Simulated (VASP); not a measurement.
# As (Pm-3m) in VASP: notebook, part 2 of 2

VASP 6.6.1.

## Step 4: Single point, r2SCAN

File POSCAR:

```
As
1.0
    2.7036817444      0.0000000000      0.0000000000
    0.0000000000      2.7036817444      0.0000000000
    0.0000000000      0.0000000000      2.7036817444
As
1
Direct
    0.5000000000      0.5000000000      0.5000000000
```

File INCAR.step1:

```
SYSTEM = As
ALGO = Normal ; EDIFF = 1E-4
ENCUT = 520 ; GGA = PE
ISMEAR = -1 ; LASPH = .True.
LCHARG = .False. ; LREAL = .False.
LWAVE = .True. ; NBANDS = 8
NELM = 100 ; PREC = Accurate
SIGMA = 0.05
```

File INCAR.step2:

```
SYSTEM = As
ALGO = Normal ; EDIFF = 1E-6
ENCUT = 520 ; ISIF = 2
ISMEAR = -1 ; ISTART = 1
LASPH = .True. ; LCHARG = .False.
LMIXTAU = .True. ; LREAL = .False.
LWAVE = .False. ; METAGGA = R2SCAN
NBANDS = 8 ; NELM = 100
PREC = Accurate ; SIGMA = 0.05
```

File KPOINTS:

```
k-points
0
Gamma
  10 10 10
  0 0 0
```

Potentials or basis: VASP PAW PBE potentials, release 64 (As).

Started as:

```console
$ cat potpaw_PBE.64/As/POTCAR > POTCAR
$ cp INCAR.step1 INCAR
$ mpirun -np 1 vasp_std > vasp.out
$ cp INCAR.step2 INCAR
$ mpirun -np 1 vasp_std > vasp.out
```

OUTCAR:

```text
SYSTEM = As
   EDIFF = 1E-6
   ENCUT = 520
   ISIF = 2
   ISMEAR = -1
   ISTART = 1
   LASPH = .True.
   LREAL = .False.
   METAGGA = R2SCAN
   NELM = 100
   PREC = Accurate

 ion  position               nearest neighbor table
   1  0.500  0.500  0.500-

  LATTYP: Found a simple cubic cell.
 ALAT       =     2.7036817444

  Lattice vectors:

 A1 = (   2.7036817444,   0.0000000000,   0.0000000000)
 A2 = (   0.0000000000,   2.7036817444,   0.0000000000)
 A3 = (   0.0000000000,   0.0000000000,   2.7036817444)

Analysis of symmetry for initial positions (statically):
=====================================================================
 Subroutine PRICEL returns:
 Original cell was already a primitive cell.

 Routine SETGRP: Setting up the symmetry group for a
 simple cubic supercell.

 Subroutine GETGRP returns: Found 48 space group operations
[... 9 lines left out ...]

 Routine SETGRP: Setting up the symmetry group for a
 simple cubic supercell.

 Subroutine GETGRP returns: Found 48 space group operations
[... 11 lines left out ...]
                                     Primitive cell

  volume of cell :      19.7636

  direct lattice vectors                    reciprocal lattice vectors
[... 128 lines left out ...]
  free energy    TOTEN  =       -14.57355466 eV

  energy without entropy =      -14.57158542  energy(sigma->0) =      -14.57257004

 E-fermi :   5.8061     XC(G=0): -10.9157

 val. band max:        5.5452404368   @ k =   0.5000   0.3000   0.3000
 cond. band min:       5.8457377736   @ k =   0.2000   0.2000   0.2000
 fundamental gap:      0.3004973367
 Fermi energy:         5.8060984429

 k-point     1 :       0.0000    0.0000    0.0000
  band No.  band energies     occupation
      1      -9.8889      2.00000
      2      10.1458      0.00000
      3      10.1458      0.00000
      4      10.1458      0.00000
      5      14.6977      0.00000
      6      14.6977      0.00000
      7      17.4088      0.00000
      8      31.7918      0.00000
[... 243 lines left out ...]
 k-point    24 :       0.3000    0.1000    0.1000
  band No.  band energies     occupation
      1      -7.8433      2.00000
      2       2.2277      2.00000
      3       9.3803      0.00000
      4       9.9994      0.00000
      5      18.9403      0.00000
      6      19.1658      0.00000
      7      21.2944      0.00000
      8      22.2179      0.00000

 [... further k-points ...]
[... 5 lines left out ...]
  --------------------------------------------------------------------------------------
  -------------------------------------------------------------------------------------
  Total       -0.0238865     -0.0238865     -0.0238865     -0.0000000     -0.0000000      0.0000000
  in kB       -1.9364062     -1.9364062     -1.9364062     -0.0000000     -0.0000000      0.0000000
  external PRESSURE =      -1.9364062 kB  Pullay stress =       0.0000000 kB

 VOLUME and BASIS-vectors are now :
 -----------------------------------------------------------------------------
  energy-cutoff  :      520.00
  volume of cell :       19.76
      direct lattice vectors                 reciprocal lattice vectors
     2.703681744  0.000000000  0.000000000     0.369866018  0.000000000  0.000000000
     0.000000000  2.703681744  0.000000000     0.000000000  0.369866018  0.000000000
     0.000000000  0.000000000  2.703681744     0.000000000  0.000000000  0.369866018

 POSITION                                       TOTAL-FORCE (eV/Angst)
 -----------------------------------------------------------------------------------
      1.35184      1.35184      1.35184         0.000000      0.000000      0.000000
 -----------------------------------------------------------------------------------
    total drift:                                0.000000      0.000000      0.000000

  FREE ENERGIE OF THE ION-ELECTRON SYSTEM (eV)
  ---------------------------------------------------
  free  energy   TOTEN  =       -14.5735546578 eV

  energy  without entropy=      -14.5715854231  energy(sigma->0) =      -14.57257004
```

OUTCAR.step1:

```text
SYSTEM = As
   EDIFF = 1E-4
   ENCUT = 520
   GGA = PE
   ISMEAR = -1
   LASPH = .True.
   LREAL = .False.
[... 479 lines left out ...]
 -----------------------------------------------------------------------------------
      1.35184      1.35184      1.35184         0.000000      0.000000      0.000000
 -----------------------------------------------------------------------------------
    total drift:                                0.000000      0.000000      0.000000

  FREE ENERGIE OF THE ION-ELECTRON SYSTEM (eV)
  ---------------------------------------------------
  free  energy   TOTEN  =        -4.5688051167 eV

  energy  without entropy=       -4.5663969335  energy(sigma->0) =       -4.56760103
```

OSZICAR.step1:

```text
N       E                     dE             d eps       ncg     rms          rms(c)
DAV:   1     0.836242108919E+01    0.83624E+01   -0.21422E+03   904   0.458E+02
DAV:   2    -0.440858895571E+01   -0.12771E+02   -0.12166E+02  1184   0.598E+01
DAV:   3    -0.456394781396E+01   -0.15536E+00   -0.15526E+00  1024   0.901E+00
DAV:   4    -0.456410200218E+01   -0.15419E-03   -0.15419E-03  1360   0.317E-01
DAV:   5    -0.456410206818E+01   -0.66004E-07   -0.65728E-07   976   0.423E-03    0.208E+00
DAV:   6    -0.456666723184E+01   -0.25652E-02   -0.61544E-04  1160   0.201E-01    0.124E+00
DAV:   7    -0.456874084499E+01   -0.20736E-02   -0.18201E-03   944   0.330E-01    0.874E-02
DAV:   8    -0.456880511670E+01   -0.64272E-04   -0.69117E-05  1088   0.611E-02
   1 F= -.45688051E+01 E0= -.45676010E+01  d E =-.240818E-02
```

Run time: 46 s. Hardware: 1 thread of AMD EPYC 7R13, shared host; peak memory 0.1 GiB.

What came out:

```yaml
Free_energy: -14.5736 eV
Pressure: -0.2 GPa
```

Levels at points of the mesh, in eV from the Fermi level:
| k point | band 1 | band 2 | band 3 | band 4 | band 5 | band 6 | band 7 |
| --- | --- | --- | --- | --- | --- | --- | --- |
| (0.00, 0.00, 0.00) | -15.69 | 4.34 | 4.34 | 4.34 | 8.89 | 8.89 | 11.60 |
| (0.50, 0.00, 0.00) | -12.40 | -7.26 | 6.76 | 6.76 | 11.58 | 15.09 | 15.43 |
| (0.50, 0.50, 0.00) | -8.89 | -4.55 | -4.55 | 2.89 | 9.07 | 17.26 | 18.19 |
| (0.50, 0.50, 0.50) | -4.94 | -2.04 | -2.04 | -2.04 | 6.37 | 6.37 | 6.37 |

Caveat: the PAW data sets were made with another functional, which shifts forces and pressure a little.

## Step 5: The runs side by side

| level | smearing | gap on the mesh (eV) | pressure (GPa) |
| --- | --- | --- | --- |
| BLYP | fermi-dirac 0.05 eV | none | 9.1 |
| PBE | gaussian 0.012 eV | none | 2.5 |
| r2SCAN | fermi-dirac 0.05 eV | none | -0.2 |

Alike in all rows: task single point; potentials or basis VASP PAW PBE potentials, release 64 (As); no spin polarisation; cell as given; k mesh 10 × 10 × 10; cutoff (eV) 520.

Every run on the cell as given and a fine mesh finds a metal. The pressure there spans -0.2 GPa (r2SCAN) to 9.1 GPa (BLYP); a positive pressure means that this level wants a larger cell, a negative one a smaller.

Caveats: the PAW data sets were made with another functional, which shifts forces and pressure a little (some runs).

Absolute energies hang on the potentials; compare differences alone.
